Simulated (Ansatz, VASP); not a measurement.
## BP: VASP beside Ansatz

File INCAR:

```
SYSTEM = BP
PREC = Accurate ; ENCUT = 500
EDIFF = 1E-6 ; ISMEAR = 0
SIGMA = 0.02 ; LREAL = .False.
LASPH = .True. ; NELM = 120
ALGO = Normal ; ISIF = 2
LWAVE = .False. ; LCHARG = .True.
GGA = PE ; LELF = .True.
LVHAR = .True. ; NBANDS = 11
GGA_COMPAT = .False.
```

KPOINTS

```
Automatic mesh
0
Gamma
  10 10 10
  0 0 0
```

Contents of POSCAR:

```
BP
1.0
    0.0000000000      2.2277276321      2.2277276321
    2.2277276321      0.0000000000      2.2277276321
    2.2277276321      2.2277276321      0.0000000000
B P
1 1
Direct
    0.0000000000      0.0000000000      0.0000000000
    0.2500000000      0.2500000000      0.2500000000
```

Input for Ansatz:

```yaml
crystal:
  lattice:
    - [0.0, 2.2277276321, 2.2277276321]
    - [2.2277276321, 0.0, 2.2277276321]
    - [2.2277276321, 2.2277276321, 0.0]
  atoms:
    - { symbol: B, position: [0.0, 0.0, 0.0] }
    - { symbol: P, position: [0.25, 0.25, 0.25] }
basis:
  ecutwfc: 420
kpoints:
  mp_grid: { grid: [10, 10, 10] }
hamiltonian:
  xc: pbe
scf:
  occupations: { method: gaussian, width: 0.02 }
output:
  forces: true
  stress: true
  eigenvalues: true
  write_density: true
  write_potential: true
  elf: true
  volumetric_format: npy
```

Alike in both runs: task single point; functional PBE; k mesh 10 × 10 × 10; occupations gaussian, width 0.02 eV; no spin polarisation.

|  | VASP | Ansatz |
| --- | --- | --- |
| version | VASP 6.6.1 | Ansatz 0.2.0 |
| potentials or method | VASP PAW PBE potentials, release 64 (B, P), cutoff 500 eV | scalar-relativistic, plane waves, PAW |
| valence electrons in the cell | 8 | 8 |

Ansatz gave:

```
gap on the k mesh at the Fermi level (eV) : 1.17
least direct gap on the mesh (eV)         : 3.49
pressure (GPa)                            : 11.3
```

Problem. Which values does VASP return?

Solution. gap on the k mesh at the Fermi level (eV): 1.16; least direct gap on the mesh (eV): 3.49; pressure (GPa): 11.0.
